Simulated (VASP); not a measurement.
Write the native input for VASP 6.6.1 that does the following.

```
Task                   : single point
Functional             : r2SCAN
Potentials or basis    : VASP PAW PBE potentials, release 64 (Mg, Si)
Cutoff                 : 520 eV
k mesh                 : 18 × 18 × 14
Occupations            : gaussian, width 0.15 eV
Spin                   : no spin polarisation
Dipole correction      : no
Further INCAR settings : ALGO = Normal; EDIFF = 1e-07; NBANDS = 10
```

The system is MgSi.

```
CELL_PARAMETERS angstrom
2.99036 0.00000 0.00000
0.00000 2.99036 0.00000
0.00000 0.00000 3.88155
ATOMIC_POSITIONS crystal
Mg 0.00000 0.00000 0.00000
Si 0.50000 0.50000 0.50000
```

This cell differs from its parent crystal: ratio of the length along z to the lengths across it x 0.92, volume and fractional coordinates fixed.

One way to write it, as run:

POSCAR

```
MgSi
1.0
    2.9903633700      0.0000000000      0.0000000000
    0.0000000000      2.9903633700      0.0000000000
    0.0000000000      0.0000000000      3.8815507008
Mg Si
1 1
Direct
    0.0000000000      0.0000000000      0.0000000000
    0.5000000000      0.5000000000      0.5000000000
```

INCAR.step1

```
SYSTEM = MgSi
PREC = Accurate ; ENCUT = 520
ISMEAR = 0 ; SIGMA = 0.15
LREAL = .FALSE. ; LASPH = .TRUE.
NELM = 60 ; NBANDS = 10
GGA = PE ; ALGO = Normal
EDIFF = 1E-4 ; LWAVE = .TRUE.
LCHARG = .FALSE.
```

INCAR.step2

```
SYSTEM = MgSi
PREC = Accurate ; ENCUT = 520
EDIFF = 1E-7 ; ISMEAR = 0
SIGMA = 0.15 ; LREAL = .FALSE.
LASPH = .TRUE. ; NELM = 60
ALGO = Normal ; ISIF = 2
LWAVE = .FALSE. ; LCHARG = .FALSE.
METAGGA = R2SCAN ; LMIXTAU = .TRUE.
NBANDS = 10 ; ISTART = 1
```

KPOINTS

```
Automatic mesh
0
G
  18 18 14
  0 0 0
```

Potentials or basis: VASP PAW PBE potentials, release 64 (Mg, Si).

The run is started by

```sh
$ cat potpaw_PBE.64/Mg/POTCAR potpaw_PBE.64/Si/POTCAR > POTCAR
$ cp INCAR.step1 INCAR
$ mpirun -np 1 vasp_std > vasp.out
$ cp INCAR.step2 INCAR
$ mpirun -np 1 vasp_std > vasp.out
```

Results of the run:

| Quantity | Value |
| --- | --- |
| Pressure | -0.4 GPa |
| Band gap on the k mesh | zero (bands 3 and 4 overlap by 6.18 eV) |

Caveat: the PAW data sets were made with another functional, which shifts forces and pressure a little.

It took 4.9 min on 1 thread of Intel(R) Xeon(R) Platinum 8259CL CPU @ 2.50GHz (Skylake/Cascade Lake), on a shared host, peak memory 0.29 GiB.
